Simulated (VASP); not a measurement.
# Ag (I4/mmm) in VASP: notebook

Ag is run at these levels: PBEsol; tasks: single point.

All numbers are computed with VASP 6.6.1; they aren't measurements. Logs are shortened: lines on timing, memory, paths and dates and some standing lists are left out, and cuts for length are marked.

## Step 1: The cell of the first run

Symmetry: I4/mmm, No. 139, tetragonal system. Conventional cell: a = 3.064 Å, b = 3.064 Å, c = 3.306 Å, α = 90.00°, β = 90.00°, γ = 90.00°. Ag (site symmetry 4/mmm) has 14 Ag at 2.72 to 3.31 Å within 3.6 Å.

## Step 2: Single point, PBEsol (strain -0.050 along x and y, +0.025 along z)

The input, INCAR:

```
SYSTEM = Ag
ALGO     = Fast           ! electronic algorithm
EDIFF    = 1E-7           ! SCF threshold, eV
ENCUT    = 520            ! plane-wave cutoff, eV
GGA      = PS             ! functional
ISIF     = 2              ! what is computed and relaxed
ISMEAR   = 0              ! smearing method
LASPH    = .True.         ! aspherical terms in the spheres
LCHARG   = .False.        ! write CHGCAR
LREAL    = .False.        ! projectors in reciprocal space
LWAVE    = .False.        ! write WAVECAR
NBANDS   = 12             ! bands
NELM     = 80             ! most SCF steps
PREC     = Accurate       ! precision mode
SIGMA    = 0.15           ! smearing width, eV
```

The input, KPOINTS:

```
k-points
0
Gamma
  26 26 26
  0 0 0
```

The input, POSCAR:

```
Ag
1.0
   -1.5319294609      1.5319294609      1.6528712605
    1.5319294609     -1.5319294609      1.6528712605
    1.5319294609      1.5319294609     -1.6528712605
Ag
1
Direct
    0.0000000000      0.0000000000      0.0000000000
```

Potentials or basis: VASP PAW PBE potentials, release 64 (Ag).

On the command line:

```bash
$ cat potpaw_PBE.64/Ag/POTCAR > POTCAR
$ mpirun -np 1 vasp_std > vasp.out
```

OUTCAR:

```text
SYSTEM = Ag
   EDIFF = 1E-7
   ENCUT = 520
   GGA = PS
   ISIF = 2
   ISMEAR = 0
   LASPH = .True.
   LREAL = .False.
   NELM = 80
   PREC = Accurate

 ion  position               nearest neighbor table
   1  0.000  0.000  0.000-

  LATTYP: Found a body centered tetragonal cell.
 ALAT       =     3.0638589218
 C/A-ratio  =     1.0789473685

  Lattice vectors:

 A1 = (  -1.5319294609,   1.5319294609,   1.6528712605)
 A2 = (   1.5319294609,  -1.5319294609,   1.6528712605)
 A3 = (   1.5319294609,   1.5319294609,  -1.6528712605)

Analysis of symmetry for initial positions (statically):
=====================================================================
 Subroutine PRICEL returns:
 Original cell was already a primitive cell.

 Routine SETGRP: Setting up the symmetry group for a
 body centered tetragonal supercell.

 Subroutine GETGRP returns: Found 16 space group operations
 (whereof 16 operations were pure point group operations)
 out of a pool of 16 trial point group operations.

The static configuration has the point symmetry D_4h.

Analysis of symmetry for dynamics (positions and initial velocities):
=====================================================================
 Subroutine PRICEL returns:
 Original cell was already a primitive cell.

 Routine SETGRP: Setting up the symmetry group for a
 body centered tetragonal supercell.

 Subroutine GETGRP returns: Found 16 space group operations
 (whereof 16 operations were pure point group operations)
 out of a pool of 16 trial point group operations.

The dynamic configuration has the point symmetry D_4h.

 Subroutine INISYM returns: Found 16 space group operations
 (whereof 16 operations are pure point group operations),
 and found     1 'primitive' translations

----------------------------------------------------------------------------------------

                                     Primitive cell

  volume of cell :      15.5159

  direct lattice vectors                    reciprocal lattice vectors
    -1.531929461  1.531929461  1.652871260     0.000000000  0.326385785  0.302503898
     1.531929461 -1.531929461  1.652871260     0.326385785  0.000000000  0.302503898
     1.531929461  1.531929461 -1.652871260     0.326385785  0.326385785  0.000000000

  length of vectors
     2.724995257  2.724995257  2.724995257     0.445012685  0.445012685  0.461579204

  position of ions in fractional coordinates (direct lattice)
     0.000000000  0.000000000  0.000000000

  ion indices of the primitive-cell ions
   primitive index   ion index
                 1           1

----------------------------------------------------------------------------------------

 KPOINTS: k-points

Automatic generation of k-mesh.
 Grid dimensions read from file:
 generate k-points for:   26   26   26

 Generating k-lattice:

  Cartesian coordinates                     Fractional coordinates (reciprocal lattice)
     0.000000000  0.012553299  0.011634765     0.038461538  0.000000000  0.000000000
     0.012553299  0.000000000  0.011634765     0.000000000  0.038461538  0.000000000
     0.012553299  0.012553299  0.000000000     0.000000000  0.000000000  0.038461538

  Length of vectors
     0.017115872  0.017115872  0.017753046

  Shift w.r.t. Gamma in fractional coordinates (k-lattice)
     0.000000000  0.000000000  0.000000000

 Subroutine IBZKPT returns following result:
 ===========================================

 Found   1330 irreducible k-points:

 Following reciprocal coordinates:
            Coordinates               Weight
  0.000000  0.000000  0.000000      1.000000
  0.038462  0.000000 -0.000000      8.000000
  0.076923  0.000000 -0.000000      8.000000
  0.115385  0.000000 -0.000000      8.000000
  0.153846  0.000000 -0.000000      8.000000
  0.192308  0.000000 -0.000000      8.000000
[... 16 lines left out ...]
  0.346154  0.038462 -0.000000     16.000000
  0.384615  0.038462 -0.000000     16.000000
 [... further k-points ...]
   k-points           NKPTS =   1330   k-points in BZ     NKDIM =   1330   number of bands    NBANDS=     12
   number of dos      NEDOS =    301   number of ions     NIONS =      1
   total plane-waves  NPLWV =   8000
   dimension x,y,z NGX =    20 NGY =   20 NGZ =   20
   dimension x,y,z NGXF=    40 NGYF=   40 NGZF=   40
   ions per type =               1
   NGX,Y,Z   is equivalent  to a cutoff of  12.20, 12.20, 12.20 a.u.
   NGXF,Y,Z  is equivalent  to a cutoff of  24.40, 24.40, 24.40 a.u.
 SYSTEM =  Ag
   PREC   = accura    normal or accurate (medium, high low for compatibility)
   ISTART =      0    job   : 0-new  1-cont  2-samecut
   ICHARG =      2    charge: 1-file 2-atom 10-const
   ISPIN  =      1    spin polarized calculation?
   LNONCOLLINEAR =      F non collinear calculations
   LSORBIT =      F    spin-orbit coupling
   LASPH  =      T    aspherical Exc in radial PAW
   ENCUT  =  520.0 eV  38.22 Ry    6.18 a.u.   5.07  5.07  5.07*2*pi/ulx,y,z
   NELM   =     80;   NELMIN=  2; NELMDL= -5     # of ELM steps
   EDIFF  = 0.1E-06   stopping-criterion for ELM
   LREAL  =      F    real-space projection
   EDIFFG = 0.1E-05   stopping-criterion for IOM
   NSW    =      0    number of steps for IOM
   IBRION =     -1    ionic relax: 0-MD 1-quasi-New 2-CG
   NFREE  =      0    steps in history (QN), initial steepest desc. (CG)
   ISIF   =      2    stress and relaxation
   ISYM   =      2    0-nonsym 1-usesym 2-fastsym
   POTIM  = 0.5000    time-step for ionic-motion
   TEBEG  =    0.0;   TEEND  =   0.0 temperature during run
   PSTRESS=    0.0 pullay stress
   NELECT =      11.0000    total number of electrons
   NUPDOWN=      -1.0000    fix difference up-down
   EMIN   =  10.00;   EMAX   =-10.00  energy-range for DOS
   EFERMI =   0.00;   METHOD = LEGACY
   ISMEAR =     0;   SIGMA  =   0.15  broadening in eV -4-tet -1-fermi 0-gaus
   EFERMI_NEDOS =   21; number of points for ismear=-14 and -15
   IALGO  =     68    algorithm
   IMIX   =      4    mixing-type and parameters
     AMIX     =   0.40;   BMIX     =  1.00
     AMIX_MAG =   1.60;   BMIX_MAG =  1.00
  volume/ion in A,a.u.               =      15.52       104.71
  Fermi-wavevector in a.u.,A,eV,Ry     =   1.459756  2.758538 28.992477  2.130887
  Thomas-Fermi vector in A             =   2.576286
   LORBIT       =      0    0 simple, 1 ext, 2 COOP (PROOUT), +10 PAW based schemes
   GGA     = PS    functional components
   LHFCALC =     F    Hartree Fock is set to
   AEXX    =    0.0000 exact exchange contribution
   IVDW    =     0    specifies the selected vdW correction
   LEPSILON=     F    determine dielectric tensor
   LRPA    =     F    only Hartree local field effects (RPA)
 non-spin polarized calculation
 RMM-DIIS sequential band-by-band and
 Gauss-broadening in eV      SIGMA  =   0.15
  energy-cutoff  :      520.00
  volume of cell :       15.52
 maximum number of plane-waves:       434
   NGX = 11   NGY = 11   NGZ = 11

 number of electron      11.0000000 magnetization

 Free energy of the ion-electron system (eV)
  ---------------------------------------------------
  ext. energy  EPLUGINS =         0.00000000
  ---------------------------------------------------
  free energy    TOTEN  =        -3.23782676 eV

  energy without entropy =       -3.23412739  energy(sigma->0) =       -3.23597707

 E-fermi :   9.6402     XC(G=0): -12.9842

 val. band max:        9.6322872978   @ k =  -0.4231   0.4231   0.1154
 cond. band min:       9.6418400182   @ k =   0.5000   0.1538   0.0769
 fundamental gap:      0.0095527205
 Fermi energy:         9.6401503861

 k-point     1 :       0.0000    0.0000    0.0000
  band No.  band energies     occupation
      1       1.0647      2.00000
      2       4.2376      2.00000
      3       4.2376      2.00000
      4       4.6268      2.00000
      5       5.6553      2.00000
      6       6.0876      2.00000
      7      27.0319      0.00000
      8      28.3255      0.00000
      9      28.3255      0.00000
     10      34.1362      0.00000
     11      35.1687      0.00000
     12      35.1782      0.00000

 k-point     2 :       0.0385    0.0000   -0.0000
  band No.  band energies     occupation
      1       1.1168      2.00000
      2       4.2405      2.00000
      3       4.2485      2.00000
      4       4.6340      2.00000
      5       5.6459      2.00000
      6       6.0798      2.00000
      7      27.0207      0.00000
      8      28.2407      0.00000
      9      28.3718      0.00000
     10      33.4303      0.00000
     11      34.7356      0.00000
     12      35.7510      0.00000

 k-point     3 :       0.0769    0.0000   -0.0000
  band No.  band energies     occupation
      1       1.2705      2.00000
      2       4.2492      2.00000
      3       4.2659      2.00000
      4       4.6710      2.00000
      5       5.6192      2.00000
      6       6.0594      2.00000
      7      26.9278      0.00000
      8      27.9774      0.00000
      9      28.5074      0.00000
     10      32.5499      0.00000
     11      33.8398      0.00000
     12      35.3017      0.00000

 k-point     4 :       0.1154    0.0000   -0.0000
  band No.  band energies     occupation
      1       1.5170      2.00000
      2       4.2560      2.00000
      3       4.2651      2.00000
      4       4.7713      2.00000
      5       5.5812      2.00000
      6       6.0333      2.00000
      7      26.5195      0.00000
      8      27.6147      0.00000
      9      28.7220      0.00000
     10      31.9669      0.00000
     11      32.9794      0.00000
     12      34.1338      0.00000

 k-point     5 :       0.1538    0.0000   -0.0000
  band No.  band energies     occupation
      1       1.8366      2.00000
      2       4.2061      2.00000
      3       4.2975      2.00000
      4       4.9469      2.00000
      5       5.5423      2.00000
      6       6.0088      2.00000
      7      25.5830      0.00000
      8      27.2712      0.00000
      9      28.9975      0.00000
     10      31.7468      0.00000
     11      32.3976      0.00000
     12      32.9158      0.00000
[... 228 lines left out ...]
      1       2.7779      2.00000
      2       3.8947      2.00000
      3       5.0878      2.00000
      4       5.5217      2.00000
      5       5.9373      2.00000
      6       6.1124      2.00000
      7      20.5560      0.00000
      8      25.2683      0.00000
      9      28.1237      0.00000
     10      30.5174      0.00000
     11      32.5747      0.00000
     12      33.9092      0.00000

 k-point    22 :       0.3077    0.0385   -0.0000
  band No.  band energies     occupation
      1       2.7902      2.00000
      2       3.8043      2.00000
      3       5.5223      2.00000
      4       5.6478      2.00000
      5       6.0251      2.00000
      6       6.5083      2.00000
      7      19.0125      0.00000
      8      24.7513      0.00000
      9      27.3289      0.00000
     10      30.7841      0.00000
     11      32.6406      0.00000
     12      34.8667      0.00000

 k-point    23 :       0.3462    0.0385   -0.0000
  band No.  band energies     occupation
      1       2.7443      2.00000
      2       3.7247      2.00000
      3       5.5608      2.00000
      4       5.9230      2.00000
      5       6.3012      2.00000
      6       7.0802      2.00000
      7      17.5289      0.00000
      8      24.3080      0.00000
      9      26.6068      0.00000
     10      31.0382      0.00000
     11      32.7601      0.00000
     12      35.0414      0.00000

 k-point    24 :       0.3846    0.0385   -0.0000
  band No.  band energies     occupation
      1       2.6832      2.00000
      2       3.6608      2.00000
      3       5.5710      2.00000
      4       6.0026      2.00000
      5       6.6306      2.00000
      6       7.8356      2.00000
      7      16.1584      0.00000
      8      23.9603      0.00000
      9      26.0212      0.00000
     10      31.2415      0.00000
     11      32.9154      0.00000
     12      34.5788      0.00000

 [... further k-points ...]

------------------------ aborting loop because EDIFF is reached ----------------------------------------

  FORCE on cell =-STRESS in cart. coord.  units (eV):
  Direction    XX          YY          ZZ          XY          YZ          ZX
  --------------------------------------------------------------------------------------
  -------------------------------------------------------------------------------------
  Total        1.0020848      1.0020848      1.1377541      0.0000000      0.0000000      0.0000000
  in kB      103.4757353    103.4757353    117.4850083      0.0000000      0.0000000      0.0000000
  external PRESSURE =     108.1454930 kB  Pullay stress =       0.0000000 kB

 VOLUME and BASIS-vectors are now :
 -----------------------------------------------------------------------------
  energy-cutoff  :      520.00
  volume of cell :       15.52
      direct lattice vectors                 reciprocal lattice vectors
    -1.531929461  1.531929461  1.652871260     0.000000000  0.326385785  0.302503898
     1.531929461 -1.531929461  1.652871260     0.326385785  0.000000000  0.302503898
     1.531929461  1.531929461 -1.652871260     0.326385785  0.326385785  0.000000000

 POSITION                                       TOTAL-FORCE (eV/Angst)
 -----------------------------------------------------------------------------------
      0.00000      0.00000      0.00000         0.000000     -0.000000     -0.000000
 -----------------------------------------------------------------------------------
    total drift:                                0.000000     -0.000000      0.000000

  FREE ENERGIE OF THE ION-ELECTRON SYSTEM (eV)
  ---------------------------------------------------
  free  energy   TOTEN  =        -3.2378267615 eV

  energy  without entropy=       -3.2341273855  energy(sigma->0) =       -3.23597707
```

It took 89 s on 1 thread of Intel Xeon 6975P-C (Granite Rapids), shared host; peak memory 0.33 GiB.

Results:

```yaml
Free_energy: -3.2378 eV
Pressure: 10.8 GPa
```

Caveat: the cell differs from its parent crystal (strain -0.050 along x and y, +0.025 along z); the PAW data sets were made with another functional, which shifts forces and pressure a little.

## Step 3: Single point, PBEsol (strain -0.050 along x and y, +0.050 along z)

The input, INCAR:

```
SYSTEM = Ag
PREC     = Accurate       ! precision mode
ENCUT    = 520            ! plane-wave cutoff, eV
EDIFF    = 1E-6           ! SCF threshold, eV
ISMEAR   = 0              ! smearing method
SIGMA    = 0.15           ! smearing width, eV
LREAL    = .False.        ! projectors in reciprocal space
LASPH    = .True.         ! aspherical terms in the spheres
NELM     = 100            ! most SCF steps
ALGO     = Fast           ! electronic algorithm
ISIF     = 2              ! what is computed and relaxed
LWAVE    = .False.        ! write WAVECAR
LCHARG   = .False.        ! write CHGCAR
GGA      = PS             ! functional
NBANDS   = 12             ! bands
```

The input, KPOINTS:

```
Automatic mesh
0
Gamma
  26 26 26
  0 0 0
```

The input, POSCAR:

```
Ag
1.0
   -1.5319294609      1.5319294609      1.6931851937
    1.5319294609     -1.5319294609      1.6931851937
    1.5319294609      1.5319294609     -1.6931851937
Ag
1
Direct
    0.0000000000      0.0000000000      0.0000000000
```

Potentials or basis: VASP PAW PBE potentials, release 64 (Ag).

On the command line:

```bash
$ cat potpaw_PBE.64/Ag/POTCAR > POTCAR
$ mpirun -np 1 vasp_std > vasp.out
```

It took 86 s on 1 thread of Intel Xeon 6975P-C (Granite Rapids), shared host; peak memory 0.33 GiB.

The run converged. Its results:

```yaml
Free_energy: -3.2614 eV
Pressure: 7.0 GPa
```

Stress tensor (GPa, compression positive):
```
6.43 0.00 0.00
0.00 6.43 0.00
0.00 0.00 8.20
```

Levels at points of the mesh, in eV from the Fermi level:
```tsv
k point	band 2	band 3	band 4	band 5	band 6	band 7	band 8	band 9	band 10	band 11
(0.00, 0.00, 0.00)	-5.30	-5.30	-4.82	-4.00	-3.48	17.13	18.75	18.75	23.63	25.25
(0.50, 0.00, 0.00)	-5.85	-4.11	-3.42	-2.59	-0.49	4.28	14.10	15.96	21.59	23.21
(0.50, 0.50, 0.00)	-6.42	-3.37	-3.33	-2.46	0.14	5.30	12.60	13.58	19.89	20.73
(0.50, 0.50, 0.50)	-6.81	-2.90	-2.74	-2.74	5.14	8.10	8.10	11.95	15.18	15.25
```

Caveat: the cell differs from its parent crystal (strain -0.050 along x and y, +0.050 along z); the PAW data sets were made with another functional, which shifts forces and pressure a little.

## Step 4: Single point, PBEsol (strain -0.025 along x and y, +0.050 along z)

The input, INCAR:

```
PREC     = Accurate       # precision mode
ENCUT    = 520            # plane-wave cutoff, eV
EDIFF    = 1E-6           # SCF threshold, eV
ISMEAR   = 0              # smearing method
SIGMA    = 0.15           # smearing width, eV
LREAL    = False          # projectors in reciprocal space
LASPH    = True           # aspherical terms in the spheres
NELM     = 60             # most SCF steps
ALGO     = Fast           # electronic algorithm
ISIF     = 2              # what is computed and relaxed
LWAVE    = False          # write WAVECAR
LCHARG   = False          # write CHGCAR
GGA      = PS             # functional
NBANDS   = 12             # bands
```

The input, KPOINTS:

```
regular mesh
0
Gamma
  26 26 26
```

The input, POSCAR:

```
Ag
1.0
   -1.5722433941      1.5722433941      1.6931851937
    1.5722433941     -1.5722433941      1.6931851937
    1.5722433941      1.5722433941     -1.6931851937
Ag
1
Direct
    0.0000000000      0.0000000000      0.0000000000
```

On the command line:

```bash
$ cat potpaw_PBE.64/Ag/POTCAR > POTCAR
$ mpirun -np 1 vasp_std > vasp.out
```

It took 68 s on 1 thread of Intel Xeon 6975P-C (Granite Rapids), shared host; peak memory 0.35 GiB.

Results (log left out):

- Free energy: -3.2763 eV
- Pressure: 0.1 GPa

Stress tensor (GPa, compression positive):
```
-0.33  0.00  0.00
 0.00 -0.33  0.00
 0.00  0.00  0.85
```

Levels at points of the mesh, in eV from the Fermi level:
```
           k point  band 4  band 5  band 6  band 7  band 8  band 9
(0.00, 0.00, 0.00)   -4.72   -3.79   -3.42   17.23   18.41   18.41
(0.50, 0.00, 0.00)   -3.38   -2.56   -0.31    4.04   13.79   15.23
(0.50, 0.50, 0.00)   -3.31   -2.48    0.14    4.77   12.64   13.52
(0.50, 0.50, 0.50)   -2.74   -2.74    5.51    7.65    7.65   11.90
```

Caveat: the cell differs from its parent crystal (strain -0.025 along x and y, +0.050 along z); the PAW data sets were made with another functional, which shifts forces and pressure a little.

(Continued in part 2 of 2.)
